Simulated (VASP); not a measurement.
# RbVS3 (Pm-3m) in VASP: a series of runs

RbVS3 is run at these levels: PBE; tasks: single point, relaxation of cell and atoms.

All numbers are computed with VASP 6.6.1; they aren't measurements. Logs are shortened: lines on timing, memory, paths and dates and some standing lists are left out, and cuts for length are marked.

### Step 1. The cell of the first run

Symmetry: Pm-3m, No. 221, cubic system. Conventional cell: a = 4.721 Å, b = 4.721 Å, c = 4.721 Å, α = 90.00°, β = 90.00°, γ = 90.00°. Rb (site symmetry m-3m) has 12 S at 3.34 Å and 8 V at 4.09 Å within 4.4 Å. Within 3.1 Å of V (site symmetry m-3m) lie 6 S at 2.36 Å. S (site symmetry 4/mmm) has 2 V at 2.36 Å within 3.1 Å.

The cell was generated, and may not be a known phase.

### Step 2. Single point, PBE

File INCAR:

```
PREC = Accurate ; ENCUT = 520
EDIFF = 1E-6 ; ISMEAR = 0
SIGMA = 0.1 ; LREAL = F
LASPH = T ; NELM = 100
ALGO = Normal ; ISIF = 2
LWAVE = F ; LCHARG = T
GGA = PE ; LELF = T
LVHAR = T ; NBANDS = 28
```

File KPOINTS:

```
regular mesh
0
Gamma
  8 8 8
```

File POSCAR:

```
RbVS3
1.0
    4.7212264899      0.0000000000      0.0000000000
    0.0000000000      4.7212264899      0.0000000000
    0.0000000000      0.0000000000      4.7212264899
Rb V S
1 1 3
Direct
    0.0000000000      0.0000000000      0.0000000000
    0.5000000000      0.5000000000      0.5000000000
    0.5000000000      0.5000000000      0.0000000000
    0.0000000000      0.5000000000      0.5000000000
    0.5000000000      0.0000000000      0.5000000000
```

Potentials or basis: VASP PAW PBE potentials, release 64 (Rb_sv, V_sv, S).

Started as:

```console
> cat potpaw_PBE.64/Rb_sv/POTCAR potpaw_PBE.64/V_sv/POTCAR potpaw_PBE.64/S/POTCAR > POTCAR
> mpirun -np 1 vasp_std > vasp.out
```

OUTCAR:

```text
PREC = Accurate
   ENCUT = 520
   EDIFF = 1E-6
   ISMEAR = 0
   LREAL = F
   LASPH = T
   NELM = 100
   ISIF = 2
   GGA = PE

 ion  position               nearest neighbor table
   1  0.000  0.000  0.000-   3 3.34   4 3.34   5 3.34   4 3.34   5 3.34   3 3.34   4 3.34   4 3.34
                             3 3.34   5 3.34   5 3.34   3 3.34   2 4.09   2 4.09   2 4.09   2 4.09
   2  0.500  0.500  0.500-   3 2.36   4 2.36   5 2.36   3 2.36   5 2.36   4 2.36   1 4.09   1 4.09
                             1 4.09   1 4.09   1 4.09   1 4.09   1 4.09   1 4.09
   3  0.500  0.500  0.000-   2 2.36   2 2.36   1 3.34   1 3.34   1 3.34   1 3.34
   4  0.000  0.500  0.500-   2 2.36   2 2.36   1 3.34   1 3.34   1 3.34   1 3.34
   5  0.500  0.000  0.500-   2 2.36   2 2.36   1 3.34   1 3.34   1 3.34   1 3.34

  LATTYP: Found a simple cubic cell.
 ALAT       =     4.7212264899

  Lattice vectors:

 A1 = (   4.7212264899,   0.0000000000,   0.0000000000)
 A2 = (   0.0000000000,   4.7212264899,   0.0000000000)
 A3 = (   0.0000000000,   0.0000000000,   4.7212264899)

Analysis of symmetry for initial positions (statically):
=====================================================================
 Subroutine PRICEL returns:
 Original cell was already a primitive cell.

 Routine SETGRP: Setting up the symmetry group for a
 simple cubic supercell.

 Subroutine GETGRP returns: Found 48 space group operations
 (whereof 48 operations were pure point group operations)
 out of a pool of 48 trial point group operations.

The static configuration has the point symmetry O_h .

Analysis of symmetry for dynamics (positions and initial velocities):
=====================================================================
 Subroutine PRICEL returns:
 Original cell was already a primitive cell.

 Routine SETGRP: Setting up the symmetry group for a
 simple cubic supercell.

 Subroutine GETGRP returns: Found 48 space group operations
 (whereof 48 operations were pure point group operations)
 out of a pool of 48 trial point group operations.

The dynamic configuration has the point symmetry O_h .

 Subroutine INISYM returns: Found 48 space group operations
 (whereof 48 operations are pure point group operations),
 and found     1 'primitive' translations

----------------------------------------------------------------------------------------

                                     Primitive cell

  volume of cell :     105.2360

  direct lattice vectors                    reciprocal lattice vectors
     4.721226490  0.000000000  0.000000000     0.211809368  0.000000000  0.000000000
     0.000000000  4.721226490  0.000000000     0.000000000  0.211809368  0.000000000
     0.000000000  0.000000000  4.721226490     0.000000000  0.000000000  0.211809368

  length of vectors
     4.721226490  4.721226490  4.721226490     0.211809368  0.211809368  0.211809368

  position of ions in fractional coordinates (direct lattice)
     0.000000000  0.000000000  0.000000000
     0.500000000  0.500000000  0.500000000
     0.500000000  0.500000000  0.000000000
     0.000000000  0.500000000  0.500000000
     0.500000000  0.000000000  0.500000000

  ion indices of the primitive-cell ions
   primitive index   ion index
                 1           1
                 2           2
                 3           3
                 4           4
                 5           5

----------------------------------------------------------------------------------------

 KPOINTS: regular mesh

Automatic generation of k-mesh.
 Grid dimensions read from file:
 generate k-points for:    8    8    8

 Generating k-lattice:

  Cartesian coordinates                     Fractional coordinates (reciprocal lattice)
     0.026476171  0.000000000  0.000000000     0.125000000  0.000000000  0.000000000
     0.000000000  0.026476171  0.000000000     0.000000000  0.125000000  0.000000000
     0.000000000  0.000000000  0.026476171     0.000000000  0.000000000  0.125000000

  Length of vectors
     0.026476171  0.026476171  0.026476171

  Shift w.r.t. Gamma in fractional coordinates (k-lattice)
     0.000000000  0.000000000  0.000000000

 Subroutine IBZKPT returns following result:
 ===========================================

 Found     35 irreducible k-points:

 Following reciprocal coordinates:
            Coordinates               Weight
  0.000000  0.000000  0.000000      1.000000
  0.125000  0.000000  0.000000      6.000000
  0.250000  0.000000  0.000000      6.000000
  0.375000  0.000000  0.000000      6.000000
  0.500000  0.000000  0.000000      3.000000
  0.125000  0.125000  0.000000     12.000000
[... 16 lines left out ...]
  0.375000  0.375000  0.125000     24.000000
  0.500000  0.375000  0.125000     24.000000
 [... further k-points ...]
   k-points           NKPTS =     35   k-points in BZ     NKDIM =     35   number of bands    NBANDS=     28
   number of dos      NEDOS =    301   number of ions     NIONS =      5
   total plane-waves  NPLWV =  46656
   dimension x,y,z NGX =    36 NGY =   36 NGZ =   36
   dimension x,y,z NGXF=    72 NGYF=   72 NGZF=   72
   ions per type =               1   1   3
   NGX,Y,Z   is equivalent  to a cutoff of  12.68, 12.68, 12.68 a.u.
   NGXF,Y,Z  is equivalent  to a cutoff of  25.35, 25.35, 25.35 a.u.
 SYSTEM =  unknown system
   PREC   = accura    normal or accurate (medium, high low for compatibility)
   ISTART =      0    job   : 0-new  1-cont  2-samecut
   ICHARG =      2    charge: 1-file 2-atom 10-const
   ISPIN  =      1    spin polarized calculation?
   LNONCOLLINEAR =      F non collinear calculations
   LSORBIT =      F    spin-orbit coupling
   LASPH  =      T    aspherical Exc in radial PAW
   ENCUT  =  520.0 eV  38.22 Ry    6.18 a.u.   8.78  8.78  8.78*2*pi/ulx,y,z
   NELM   =    100;   NELMIN=  2; NELMDL= -5     # of ELM steps
   EDIFF  = 0.1E-05   stopping-criterion for ELM
   LREAL  =      F    real-space projection
   EDIFFG = 0.1E-04   stopping-criterion for IOM
   NSW    =      0    number of steps for IOM
   IBRION =     -1    ionic relax: 0-MD 1-quasi-New 2-CG
   NFREE  =      0    steps in history (QN), initial steepest desc. (CG)
   ISIF   =      2    stress and relaxation
   ISYM   =      2    0-nonsym 1-usesym 2-fastsym
   POTIM  = 0.5000    time-step for ionic-motion
   TEBEG  =    0.0;   TEEND  =   0.0 temperature during run
   PSTRESS=    0.0 pullay stress
   NELECT =      40.0000    total number of electrons
   NUPDOWN=      -1.0000    fix difference up-down
   EMIN   =  10.00;   EMAX   =-10.00  energy-range for DOS
   EFERMI =   0.00;   METHOD = LEGACY
   ISMEAR =     0;   SIGMA  =   0.10  broadening in eV -4-tet -1-fermi 0-gaus
   EFERMI_NEDOS =   21; number of points for ismear=-14 and -15
   IALGO  =     38    algorithm
   IMIX   =      4    mixing-type and parameters
     AMIX     =   0.40;   BMIX     =  1.00
     AMIX_MAG =   1.60;   BMIX_MAG =  1.00
  volume/ion in A,a.u.               =      21.05       142.03
  Fermi-wavevector in a.u.,A,eV,Ry     =   1.185878  2.240984 19.133962  1.406307
  Thomas-Fermi vector in A             =   2.322062
   LORBIT       =      0    0 simple, 1 ext, 2 COOP (PROOUT), +10 PAW based schemes
   GGA     = PE    functional components
   LHFCALC =     F    Hartree Fock is set to
   AEXX    =    0.0000 exact exchange contribution
   IVDW    =     0    specifies the selected vdW correction
   LEPSILON=     F    determine dielectric tensor
   LRPA    =     F    only Hartree local field effects (RPA)
 non-spin polarized calculation
 Gauss-broadening in eV      SIGMA  =   0.10
  energy-cutoff  :      520.00
  volume of cell :      105.24
 maximum number of plane-waves:      2897
 NGX is ok and might be reduce to    36
   NGX = 17   NGY = 17   NGZ = 17

 number of electron      40.0000025 magnetization

 Free energy of the ion-electron system (eV)
  ---------------------------------------------------
  ext. energy  EPLUGINS =         0.00000000
  ---------------------------------------------------
  free energy    TOTEN  =       -25.73807598 eV

  energy without entropy =      -25.70927875  energy(sigma->0) =      -25.72367737

 E-fermi :   3.9628     XC(G=0):  -9.7927

 val. band max:        3.9556335552   @ k =   0.1250   0.1250   0.1250
 cond. band min:       3.9686228736   @ k =   0.1250   0.1250   0.1250
 fundamental gap:      0.0129893185
 Fermi energy:         3.9628237031

 k-point     1 :       0.0000    0.0000    0.0000
  band No.  band energies     occupation
      1     -61.2808      2.00000
      2     -35.0944      2.00000
      3     -35.0944      2.00000
      4     -35.0944      2.00000
      5     -21.5367      2.00000
      6      -9.3873      2.00000
[... 20 lines left out ...]
     27       8.9200      0.00000
     28       8.9200      0.00000

 k-point     2 :       0.1250    0.0000    0.0000
  band No.  band energies     occupation
      1     -61.2807      2.00000
      2     -35.0948      2.00000
      3     -35.0944      2.00000
      4     -35.0944      2.00000
      5     -21.5357      2.00000
      6      -9.3496      2.00000
[... 20 lines left out ...]
     27       9.1128      0.00000
     28       9.2165      0.00000

 k-point     3 :       0.2500    0.0000    0.0000
  band No.  band energies     occupation
      1     -61.2807      2.00000
      2     -35.0956      2.00000
      3     -35.0943      2.00000
      4     -35.0943      2.00000
      5     -21.5334      2.00000
      6      -9.2543      2.00000
[... 20 lines left out ...]
     27       9.6520      0.00000
     28       9.9849      0.00000

 k-point     4 :       0.3750    0.0000    0.0000
  band No.  band energies     occupation
      1     -61.2807      2.00000
      2     -35.0966      2.00000
      3     -35.0943      2.00000
      4     -35.0943      2.00000
      5     -21.5310      2.00000
      6      -9.1515      2.00000
[... 578 lines left out ...]
     27      11.3732      0.00000
     28      11.5261      0.00000

 k-point    23 :       0.3750    0.3750    0.1250
  band No.  band energies     occupation
      1     -61.2806      2.00000
      2     -35.0965      2.00000
      3     -35.0965      2.00000
      4     -35.0947      2.00000
      5     -21.5254      2.00000
      6      -8.6617      2.00000
[... 20 lines left out ...]
     27      11.2978      0.00000
     28      11.7943      0.00000

 k-point    24 :       0.5000    0.3750    0.1250
  band No.  band energies     occupation
      1     -61.2806      2.00000
      2     -35.0969      2.00000
      3     -35.0965      2.00000
      4     -35.0947      2.00000
      5     -21.5246      2.00000
      6      -8.5341      2.00000
[... 20 lines left out ...]
     27      11.4796      0.00000
     28      11.6512      0.00000

 [... further k-points ...]
[... 5 lines left out ...]
  --------------------------------------------------------------------------------------
  -------------------------------------------------------------------------------------
  Total        0.0205131      0.0205131      0.0205131     -0.0000000      0.0000000     -0.0000000
  in kB        0.3123032      0.3123032      0.3123032     -0.0000000      0.0000000     -0.0000000
  external PRESSURE =       0.3123032 kB  Pullay stress =       0.0000000 kB

 VOLUME and BASIS-vectors are now :
 -----------------------------------------------------------------------------
  energy-cutoff  :      520.00
  volume of cell :      105.24
      direct lattice vectors                 reciprocal lattice vectors
     4.721226490  0.000000000  0.000000000     0.211809368  0.000000000  0.000000000
     0.000000000  4.721226490  0.000000000     0.000000000  0.211809368  0.000000000
     0.000000000  0.000000000  4.721226490     0.000000000  0.000000000  0.211809368

 POSITION                                       TOTAL-FORCE (eV/Angst)
 -----------------------------------------------------------------------------------
      0.00000      0.00000      0.00000         0.000000      0.000000      0.000000
      2.36061      2.36061      2.36061         0.000000      0.000000      0.000000
      2.36061      2.36061      0.00000         0.000000      0.000000      0.000000
      0.00000      2.36061      2.36061         0.000000      0.000000      0.000000
      2.36061      0.00000      2.36061         0.000000      0.000000      0.000000
 -----------------------------------------------------------------------------------
    total drift:                                0.000000      0.000000      0.000000

  FREE ENERGIE OF THE ION-ELECTRON SYSTEM (eV)
  ---------------------------------------------------
  free  energy   TOTEN  =       -25.7380759799 eV

  energy  without entropy=      -25.7092787541  energy(sigma->0) =      -25.72367737
```

It took 42 s on 1 thread of Intel Xeon 6975P-C (Granite Rapids), shared host; peak memory 0.26 GiB.

What came out:

| Quantity | Value |
| --- | --- |
| Free energy | -25.7381 eV |
| Pressure | 0.0 GPa |
| Band gap on the k mesh | zero (bands 20 and 21 overlap by 0.97 eV) |

Caveat: the run has no spin polarisation, though such a crystal can be magnetic. With open d or f shells a metallic result of PBE can be an artefact of self-interaction; +U or a hybrid may open a gap.

(Part 1 of 2 ends here.)

The gap in the log of VASP goes by the Fermi energy; the results here count the filled bands.